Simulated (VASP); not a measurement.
# Pd (Fm-3m) in VASP: a series of runs

The runs below take Pd through single point, with LDA, PBEsol.

Everything below comes from runs of VASP 6.6.1. Logs are shortened: lines on timing, memory, paths and dates and some standing lists are left out, and cuts for length are marked.

## 1. The cell of the first run

Symmetry: Fm-3m, No. 225, cubic system. Conventional cell: a = 3.839 Å, b = 3.839 Å, c = 3.839 Å, α = 90.00°, β = 90.00°, γ = 90.00°. Pd (site symmetry m-3m) has 12 Pd at 2.71 Å within 3.6 Å.

## 2. Single point, LDA

Contents of INCAR:

```
SYSTEM = Pd
  PREC = Accurate
  ENCUT = 520
  EDIFF = 1E-6
  ISMEAR = 1
  SIGMA = 0.1
  LREAL = .FALSE.
  LASPH = .TRUE.
  NELM = 80
  ALGO = Normal
  ISIF = 2
  LWAVE = .FALSE.
  LCHARG = .TRUE.
  GGA = CA
  LELF = .TRUE.
  LVHAR = .TRUE.
  NBANDS = 11
```

Contents of KPOINTS:

```
Automatic mesh
0
G
  24 24 24
  0 0 0
```

Contents of POSCAR:

```
Pd
1.0
    0.0000000000      1.9193523317      1.9193523317
    1.9193523317      0.0000000000      1.9193523317
    1.9193523317      1.9193523317      0.0000000000
Pd
1
Direct
    0.0000000000      0.0000000000      0.0000000000
```

Potentials or basis: VASP PAW LDA potentials, release 64 (Pd).

Command:

```
$ cat potpaw_LDA.64/Pd/POTCAR > POTCAR
$ mpirun -np 1 vasp_std > vasp.out
```

OUTCAR:

```text
SYSTEM = Pd
   PREC = Accurate
   ENCUT = 520
   EDIFF = 1E-6
   ISMEAR = 1
   LREAL = .FALSE.
   LASPH = .TRUE.
   NELM = 80
   ISIF = 2
   GGA = CA

 ion  position               nearest neighbor table
   1  0.000  0.000  0.000-

  LATTYP: Found a face centered cubic cell.
 ALAT       =     3.8387046634

  Lattice vectors:

 A1 = (   0.0000000000,   1.9193523317,   1.9193523317)
 A2 = (   1.9193523317,   0.0000000000,   1.9193523317)
 A3 = (   1.9193523317,   1.9193523317,   0.0000000000)

Analysis of symmetry for initial positions (statically):
=====================================================================
 Subroutine PRICEL returns:
 Original cell was already a primitive cell.

 Routine SETGRP: Setting up the symmetry group for a
 face centered cubic supercell.

 Subroutine GETGRP returns: Found 48 space group operations
 (whereof 48 operations were pure point group operations)
 out of a pool of 48 trial point group operations.

The static configuration has the point symmetry O_h .

Analysis of symmetry for dynamics (positions and initial velocities):
=====================================================================
 Subroutine PRICEL returns:
 Original cell was already a primitive cell.

 Routine SETGRP: Setting up the symmetry group for a
 face centered cubic supercell.

 Subroutine GETGRP returns: Found 48 space group operations
 (whereof 48 operations were pure point group operations)
 out of a pool of 48 trial point group operations.

The dynamic configuration has the point symmetry O_h .

 Subroutine INISYM returns: Found 48 space group operations
 (whereof 48 operations are pure point group operations),
 and found     1 'primitive' translations

----------------------------------------------------------------------------------------

                                     Primitive cell

  volume of cell :      14.1415

  direct lattice vectors                    reciprocal lattice vectors
     0.000000000  1.919352332  1.919352332    -0.260504542  0.260504542  0.260504542
     1.919352332  0.000000000  1.919352332     0.260504542 -0.260504542  0.260504542
     1.919352332  1.919352332  0.000000000     0.260504542  0.260504542 -0.260504542

  length of vectors
     2.714374098  2.714374098  2.714374098     0.451207102  0.451207102  0.451207102

  position of ions in fractional coordinates (direct lattice)
     0.000000000  0.000000000  0.000000000

  ion indices of the primitive-cell ions
   primitive index   ion index
                 1           1

----------------------------------------------------------------------------------------

 KPOINTS: Automatic mesh

Automatic generation of k-mesh.
 Grid dimensions read from file:
 generate k-points for:   24   24   24

 Generating k-lattice:

  Cartesian coordinates                     Fractional coordinates (reciprocal lattice)
    -0.010854356  0.010854356  0.010854356     0.041666667  0.000000000  0.000000000
     0.010854356 -0.010854356  0.010854356     0.000000000  0.041666667  0.000000000
     0.010854356  0.010854356 -0.010854356     0.000000000  0.000000000  0.041666667

  Length of vectors
     0.018800296  0.018800296  0.018800296

  Shift w.r.t. Gamma in fractional coordinates (k-lattice)
     0.000000000  0.000000000  0.000000000

 Subroutine IBZKPT returns following result:
 ===========================================

 Found    413 irreducible k-points:

 Following reciprocal coordinates:
            Coordinates               Weight
  0.000000  0.000000  0.000000      1.000000
  0.041667  0.000000  0.000000      8.000000
  0.083333  0.000000  0.000000      8.000000
  0.125000  0.000000  0.000000      8.000000
  0.166667  0.000000  0.000000      8.000000
  0.208333  0.000000  0.000000      8.000000
[... 16 lines left out ...]
  0.416667  0.041667  0.000000     24.000000
  0.458333  0.041667  0.000000     24.000000
 [... further k-points ...]
   k-points           NKPTS =    413   k-points in BZ     NKDIM =    413   number of bands    NBANDS=     11
   number of dos      NEDOS =    301   number of ions     NIONS =      1
   total plane-waves  NPLWV =   8000
   dimension x,y,z NGX =    20 NGY =   20 NGZ =   20
   dimension x,y,z NGXF=    40 NGYF=   40 NGZF=   40
   ions per type =               1
   NGX,Y,Z   is equivalent  to a cutoff of  12.25, 12.25, 12.25 a.u.
   NGXF,Y,Z  is equivalent  to a cutoff of  24.50, 24.50, 24.50 a.u.
 SYSTEM =  Pd
   PREC   = accura    normal or accurate (medium, high low for compatibility)
   ISTART =      0    job   : 0-new  1-cont  2-samecut
   ICHARG =      2    charge: 1-file 2-atom 10-const
   ISPIN  =      1    spin polarized calculation?
   LNONCOLLINEAR =      F non collinear calculations
   LSORBIT =      F    spin-orbit coupling
   LASPH  =      T    aspherical Exc in radial PAW
   ENCUT  =  520.0 eV  38.22 Ry    6.18 a.u.   5.05  5.05  5.05*2*pi/ulx,y,z
   NELM   =     80;   NELMIN=  2; NELMDL= -5     # of ELM steps
   EDIFF  = 0.1E-05   stopping-criterion for ELM
   LREAL  =      F    real-space projection
   EDIFFG = 0.1E-04   stopping-criterion for IOM
   NSW    =      0    number of steps for IOM
   IBRION =     -1    ionic relax: 0-MD 1-quasi-New 2-CG
   NFREE  =      0    steps in history (QN), initial steepest desc. (CG)
   ISIF   =      2    stress and relaxation
   ISYM   =      2    0-nonsym 1-usesym 2-fastsym
   POTIM  = 0.5000    time-step for ionic-motion
   TEBEG  =    0.0;   TEEND  =   0.0 temperature during run
   PSTRESS=    0.0 pullay stress
   NELECT =      10.0000    total number of electrons
   NUPDOWN=      -1.0000    fix difference up-down
   EMIN   =  10.00;   EMAX   =-10.00  energy-range for DOS
   EFERMI =   0.00;   METHOD = LEGACY
   ISMEAR =     1;   SIGMA  =   0.10  broadening in eV -4-tet -1-fermi 0-gaus
   EFERMI_NEDOS =   21; number of points for ismear=-14 and -15
   IALGO  =     38    algorithm
   IMIX   =      4    mixing-type and parameters
     AMIX     =   0.40;   BMIX     =  1.00
     AMIX_MAG =   1.60;   BMIX_MAG =  1.00
  volume/ion in A,a.u.               =      14.14        95.43
  Fermi-wavevector in a.u.,A,eV,Ry     =   1.458512  2.756189 28.943108  2.127258
  Thomas-Fermi vector in A             =   2.575188
   LORBIT       =      0    0 simple, 1 ext, 2 COOP (PROOUT), +10 PAW based schemes
   GGA     = CA    functional components
   LHFCALC =     F    Hartree Fock is set to
   AEXX    =    0.0000 exact exchange contribution
   IVDW    =     0    specifies the selected vdW correction
   LEPSILON=     F    determine dielectric tensor
   LRPA    =     F    only Hartree local field effects (RPA)
 non-spin polarized calculation
 Methfessel and Paxton  Order N= 1 SIGMA  =   0.10
  energy-cutoff  :      520.00
  volume of cell :       14.14
 maximum number of plane-waves:       392
   NGX =  9   NGY =  9   NGZ =  9

 number of electron      10.0000005 magnetization

 Free energy of the ion-electron system (eV)
  ---------------------------------------------------
  ext. energy  EPLUGINS =         0.00000000
  ---------------------------------------------------
  free energy    TOTEN  =        -6.49516985 eV

  energy without entropy =       -6.49453108  energy(sigma->0) =       -6.49495693

 E-fermi :  10.3372     XC(G=0): -13.7757

 val. band max:       10.3348792688   @ k =   0.5000   0.0833   0.0000
 cond. band min:      10.3397894349   @ k =  -0.3333   0.3750   0.1667
 fundamental gap:      0.0049101660
 Fermi energy:        10.3372291442

 k-point     1 :       0.0000    0.0000    0.0000
  band No.  band energies     occupation
      1       2.7618      2.00000
      2       7.2639      2.00000
      3       7.2639      2.00000
      4       7.2639      2.00000
      5       9.0278      2.00000
      6       9.0278      2.00000
      7      27.4689      0.00000
      8      32.4330      0.00000
      9      32.4330      0.00000
     10      32.4330      0.00000
     11      35.9599      0.00000

 k-point     2 :       0.0417    0.0000    0.0000
  band No.  band energies     occupation
      1       2.8278      2.00000
      2       7.2386      2.00000
      3       7.2879      2.00000
      4       7.2879      2.00000
      5       9.0154      2.00000
      6       9.0154      2.00000
      7      27.5476      0.00000
      8      31.9896      0.00000
      9      32.5147      0.00000
     10      32.5147      0.00000
     11      35.9726      0.00000

 k-point     3 :       0.0833    0.0000    0.0000
  band No.  band energies     occupation
      1       3.0218      2.00000
      2       7.1700      2.00000
      3       7.3550      2.00000
      4       7.3550      2.00000
      5       8.9844      2.00000
      6       8.9844      2.00000
      7      27.7604      0.00000
      8      30.9622      0.00000
      9      32.7538      0.00000
     10      32.7538      0.00000
     11      35.9877      0.00000

 k-point     4 :       0.1250    0.0000    0.0000
  band No.  band energies     occupation
      1       3.3299      2.00000
      2       7.0795      2.00000
      3       7.4491      2.00000
      4       7.4491      2.00000
      5       8.9529      2.00000
      6       8.9529      2.00000
      7      28.0108      0.00000
      8      29.7488      0.00000
      9      33.1300      0.00000
     10      33.1300      0.00000
     11      35.9931      0.00000
[... 239 lines left out ...]
 k-point    22 :       0.3750    0.0417    0.0000
  band No.  band energies     occupation
      1       4.7909      2.00000
      2       7.3384      2.00000
      3       7.4309      2.00000
      4       8.6673      2.00000
      5       9.9745      2.00000
      6      10.0271      2.00010
      7      21.1148      0.00000
      8      27.6189      0.00000
      9      32.2172      0.00000
     10      33.2548      0.00000
     11      35.9844      0.00000

 k-point    23 :       0.4167    0.0417    0.0000
  band No.  band energies     occupation
      1       4.7476      2.00000
      2       7.2590      2.00000
      3       7.3526      2.00000
      4       9.2891      2.00000
      5      10.1692      2.03879
      6      10.5765     -0.00369
      7      19.7216      0.00000
      8      27.2690      0.00000
      9      31.7872      0.00000
     10      32.4401      0.00000
     11      35.9850      0.00000

 k-point    24 :       0.4583    0.0417    0.0000
  band No.  band energies     occupation
      1       4.7052      2.00000
      2       7.2052      2.00000
      3       7.2940      2.00000
      4       9.6955      2.00000
      5      10.2929      1.67532
      6      11.1968     -0.00000
      7      18.5918      0.00000
      8      27.0295      0.00000
      9      31.5292      0.00000
     10      31.8224      0.00000
     11      35.9857      0.00000

 [... further k-points ...]

------------------------ aborting loop because EDIFF is reached ----------------------------------------

  FORCE on cell =-STRESS in cart. coord.  units (eV):
  Direction    XX          YY          ZZ          XY          YZ          ZX
  --------------------------------------------------------------------------------------
  -------------------------------------------------------------------------------------
  Total        0.0271785      0.0271785      0.0271785      0.0000000      0.0000000      0.0000000
  in kB        3.0792235      3.0792235      3.0792235      0.0000000      0.0000000      0.0000000
  external PRESSURE =       3.0792235 kB  Pullay stress =       0.0000000 kB

 VOLUME and BASIS-vectors are now :
 -----------------------------------------------------------------------------
  energy-cutoff  :      520.00
  volume of cell :       14.14
      direct lattice vectors                 reciprocal lattice vectors
     0.000000000  1.919352332  1.919352332    -0.260504542  0.260504542  0.260504542
     1.919352332  0.000000000  1.919352332     0.260504542 -0.260504542  0.260504542
     1.919352332  1.919352332  0.000000000     0.260504542  0.260504542 -0.260504542

 POSITION                                       TOTAL-FORCE (eV/Angst)
 -----------------------------------------------------------------------------------
      0.00000      0.00000      0.00000        -0.000000      0.000000      0.000000
 -----------------------------------------------------------------------------------
    total drift:                                0.000000      0.000000      0.000000

  FREE ENERGIE OF THE ION-ELECTRON SYSTEM (eV)
  ---------------------------------------------------
  free  energy   TOTEN  =        -6.4951698466 eV

  energy  without entropy=       -6.4945310819  energy(sigma->0) =       -6.49495693
```

Run time: 42 s. Hardware: 1 thread of Intel Xeon Platinum 8259CL at 2.50GHz (Skylake/Cascade Lake), shared host; peak memory 0.17 GiB.

Results:

```yaml
Free_energy: -6.4952 eV
Pressure: 0.3 GPa
Band_gap_on_the_k_mesh: zero (bands 5 and 6 overlap by 1.71 eV)
```

## 3. Single point, PBEsol

This run uses another cell than the first one, of 14.54 Å³/atom.

Contents of INCAR:

```
SYSTEM = Pd
PREC = Accurate
ENCUT = 520
EDIFF = 1E-7
ISMEAR = 1
SIGMA = 0.1
LREAL = .False.
LASPH = .True.
NELM = 100
ALGO = Normal
ISIF = 2
LWAVE = .False.
LCHARG = .False.
GGA = PS
NBANDS = 11
```

Contents of KPOINTS:

```
Automatic mesh
0
Gamma
  24 24 24
  0 0 0
```

Contents of POSCAR:

```
Pd
1.0
    0.0000000000      1.9372735470      1.9372735470
    1.9372735470      0.0000000000      1.9372735470
    1.9372735470      1.9372735470      0.0000000000
Pd
1
Direct
    0.0000000000      0.0000000000      0.0000000000
```

Potentials or basis: VASP PAW PBE potentials, release 64 (Pd).

Command:

```
$ cat potpaw_PBE.64/Pd/POTCAR > POTCAR
$ mpirun -np 1 vasp_std > vasp.out
```

OUTCAR:

```text
SYSTEM = Pd
   PREC = Accurate
   ENCUT = 520
   EDIFF = 1E-7
   ISMEAR = 1
   LREAL = .False.
   LASPH = .True.
   NELM = 100
   ISIF = 2
   GGA = PS

 ion  position               nearest neighbor table
   1  0.000  0.000  0.000-

  LATTYP: Found a face centered cubic cell.
 ALAT       =     3.8745470940

  Lattice vectors:

 A1 = (   0.0000000000,   1.9372735470,   1.9372735470)
 A2 = (   1.9372735470,   0.0000000000,   1.9372735470)
 A3 = (   1.9372735470,   1.9372735470,   0.0000000000)

[... 513 lines left out ...]
     11      35.9747      0.00000

 [... further k-points ...]

------------------------ aborting loop because EDIFF is reached ----------------------------------------

  FORCE on cell =-STRESS in cart. coord.  units (eV):
  Direction    XX          YY          ZZ          XY          YZ          ZX
  --------------------------------------------------------------------------------------
  -------------------------------------------------------------------------------------
  Total       -0.0265765     -0.0265765     -0.0265765      0.0000000      0.0000000      0.0000000
  in kB       -2.9282326     -2.9282326     -2.9282326      0.0000000      0.0000000      0.0000000
  external PRESSURE =      -2.9282326 kB  Pullay stress =       0.0000000 kB

 VOLUME and BASIS-vectors are now :
 -----------------------------------------------------------------------------
  energy-cutoff  :      520.00
  volume of cell :       14.54
      direct lattice vectors                 reciprocal lattice vectors
     0.000000000  1.937273547  1.937273547    -0.258094682  0.258094682  0.258094682
     1.937273547  0.000000000  1.937273547     0.258094682 -0.258094682  0.258094682
     1.937273547  1.937273547  0.000000000     0.258094682  0.258094682 -0.258094682

 POSITION                                       TOTAL-FORCE (eV/Angst)
 -----------------------------------------------------------------------------------
      0.00000      0.00000      0.00000         0.000000     -0.000000      0.000000
 -----------------------------------------------------------------------------------
    total drift:                                0.000000      0.000000      0.000000

  FREE ENERGIE OF THE ION-ELECTRON SYSTEM (eV)
  ---------------------------------------------------
  free  energy   TOTEN  =        -5.9611419865 eV

  energy  without entropy=       -5.9604649807  energy(sigma->0) =       -5.96091632
```

stdout:

```text
POSCAR found type information on POSCAR Pd
 POSCAR found :  1 types and       1 ions
 scaLAPACK will be used
 -----------------------------------------------------------------------------
|                                                                             |
|                                                                             |
|     You enforced a specific xc type in the INCAR file but a different       |
|     I HOPE YOU KNOW WHAT YOU ARE DOING!                                     |
|                                                                             |
 -----------------------------------------------------------------------------

 LDA part: xc-table for (Slater+PW92), standard interpolation
 POSCAR, INCAR and KPOINTS ok, starting setup
 FFT: planning ... GRIDC
 FFT: planning ... GRID_SOFT
 FFT: planning ... GRID
 WAVECAR not read
 entering main loop
```

Run time: 55 s. Hardware: 1 thread of Intel Xeon Platinum 8259CL at 2.50GHz (Skylake/Cascade Lake), shared host; peak memory 0.17 GiB.

What came out:

- Free energy: -5.9611 eV
- Pressure: -0.3 GPa
- Band gap on the k mesh: zero (bands 5 and 6 overlap by 1.62 eV)

Levels at points of the mesh, in eV from the Fermi level:
| k point | band 1 | band 2 | band 3 | band 4 | band 5 | band 6 | band 7 | band 8 | band 9 | band 10 |
| --- | --- | --- | --- | --- | --- | --- | --- | --- | --- | --- |
| (0.00, 0.00, 0.00) | -7.35 | -2.92 | -2.92 | -2.92 | -1.25 | -1.25 | 17.13 | 21.98 | 21.98 | 21.98 |
| (0.50, 0.00, 0.00) | -5.46 | -2.96 | -2.96 | -0.02 | -0.02 | 0.89 | 7.38 | 16.49 | 21.15 | 21.15 |
| (0.50, 0.50, 0.00) | -5.55 | -5.25 | -0.04 | 0.30 | 0.30 | 3.25 | 10.86 | 13.19 | 13.19 | 21.69 |

Caveat: the PAW data sets were made with another functional, which shifts forces and pressure a little.
